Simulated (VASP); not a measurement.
**Na: relaxation of cell and atoms with LDA**

The system is Na.

```
Na
1.0
    -2.11937    2.11937    2.11937
     2.11937   -2.11937    2.11937
     2.11937    2.11937   -2.11937
Na
1
Direct
  0.00000 0.00000 0.00000
```

```yaml
Program: VASP 6.6.1
Task: relaxation of cell and atoms
Functional: LDA
Potentials_or_basis: VASP PAW LDA potentials, release 64 (Na_pv)
Cutoff: 600 eV
k_mesh: 11 × 11 × 11
Occupations: fermi-dirac, width 0.05 eV
Spin: no spin polarisation
Dipole_correction: no
Further_INCAR_settings: ALGO = Normal; EDIFF = 1e-07; ISYM = 0; IBRION = 2; EDIFFG = -0.005; NSW = 100; ISIF = 3
```

The relaxed volume is 33.17 Å³/atom and the relaxed cell is a = 3.506 Å, b = 3.506 Å, c = 3.506 Å, α = 109.47°, β = 109.47°, γ = 109.47°. The space group after relaxing (to 0.1 Å) is Im-3m (No. 229), the energy gained by relaxing is 16.8 meV/atom and the ionic steps are 3. The pressure after relaxing is 0.0 GPa. The band gap on the k mesh is zero (an odd number of electrons rules out a gap without spin polarisation).

Step by step:
```csv
step,energy change (eV),largest force (eV/Å),pressure (GPa),volume (Å³)
1,0.0000,0.0000,-0.98,38.08
2,-0.0070,0.0000,-0.81,36.81
3,-0.0168,0.0000,0.00,33.17
```

Final structure:
```xyz
1
Lattice="-2.0240 2.0240 2.0240 2.0240 -2.0240 2.0240 2.0240 2.0240 -2.0240" Properties=species:S:1:pos:R:3 pbc="T T T"
Na    0.0000    0.0000    0.0000
```

Levels at points of the mesh, in eV from the Fermi level:
| k point | band 1 | band 2 | band 3 | band 4 | band 5 | band 6 | band 7 |
| --- | --- | --- | --- | --- | --- | --- | --- |
| (0.00, 0.00, 0.00) | -24.89 | -24.89 | -24.89 | -3.55 | 12.34 | 12.34 | 12.34 |

Wall time 2.7 min on 1 thread of AMD EPYC 9R45 96-Core Processor (Zen 5), with other jobs on the host, peak memory 0.27 GiB.

LDA usually gives volumes a few per cent too small. Zero-point motion and thermal expansion aren't in these numbers.
